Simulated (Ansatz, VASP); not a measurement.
## Two plane-wave programs on BaHfO3

The input INCAR:

```
ALGO = Normal ; EDIFF = 1E-6
ENCUT = 600 ; GGA = PS
GGA_COMPAT = F ; ISIF = 2
ISMEAR = -5 ; LASPH = T
LCHARG = F ; LREAL = F
LWAVE = F ; NBANDS = 27
NELM = 120 ; PREC = Accurate
SIGMA = 0.1
```

Contents of KPOINTS:

```
k-points
0
Gamma
  4 4 4
```

File POSCAR:

```
BaHfO3
1.0
    4.1695667999      0.0000000000      0.0000000000
    0.0000000000      4.1695667999      0.0000000000
    0.0000000000      0.0000000000      4.1703766343
Ba Hf O
1 1 3
Direct
    0.5000000000      0.5000000000      0.9964249600
    0.0000000000      0.0000000000      0.4978753300
    0.0000000000      0.5000000000      0.4988901400
    0.5000000000      0.0000000000      0.4988901400
    0.0000000000      0.0000000000      0.9979412200
```

Input for Ansatz:

```yaml
crystal:
  lattice:
    - [4.1695667999, 0.0, 0.0]
    - [0.0, 4.1695667999, 0.0]
    - [0.0, 0.0, 4.1703766343]
  atoms:
    - { symbol: Ba, position: [0.5, 0.5, 0.99642496] }
    - { symbol: Hf, position: [0.0, 0.0, 0.49787533] }
    - { symbol: O, position: [0.0, 0.5, 0.49889014] }
    - { symbol: O, position: [0.5, 0.0, 0.49889014] }
    - { symbol: O, position: [0.0, 0.0, 0.99794122] }
basis:
  ecutwfc: 420
kpoints:
  mp_grid: { grid: [4, 4, 4] }
hamiltonian:
  xc: pbesol
scf:
  occupations: { method: tetrahedron }
output:
  forces: true
  stress: true
  eigenvalues: true
accuracy: high
```

Alike in both runs: task single point; functional PBEsol; k mesh 4 × 4 × 4; occupations tetrahedron; no spin polarisation.

|  | VASP | Ansatz |
| --- | --- | --- |
| version | VASP 6.6.1 | Ansatz 0.2.0 |
| potentials or method | VASP PAW PBE potentials, release 64 (Ba_sv, Hf_pv, O), cutoff 600 eV | scalar-relativistic, plane waves, PAW |
| valence electrons in the cell | 38 | 54 |

|  | VASP | Ansatz | Ansatz less VASP |
| --- | --- | --- | --- |
| gap on the k mesh at the Fermi level (eV) | 3.48 | 3.56 | +0.084 |
| least direct gap on the mesh (eV) | 3.69 | 3.66 | -0.030 |
| pressure (GPa) | -2.0 | -1.5 | +0.51 |
| rms of the force components (eV/Å) | 0.009 | 0.008 | -0.0010 |

VASP's potentials were made for PBE, not for PBEsol. Atom by atom the forces differ by 0.002 eV/Å (rms over components). With one functional, cell and mesh, what is left measures potentials, basis and numerics. VASP's potentials hold 38 valence electrons a cell and Ansatz's 54, so a difference there can come from the potentials and not from the codes. Ansatz's warnings: band table not solved further, tetrahedron derivatives may miss energy slope.

Spin-orbit coupling is off throughout.
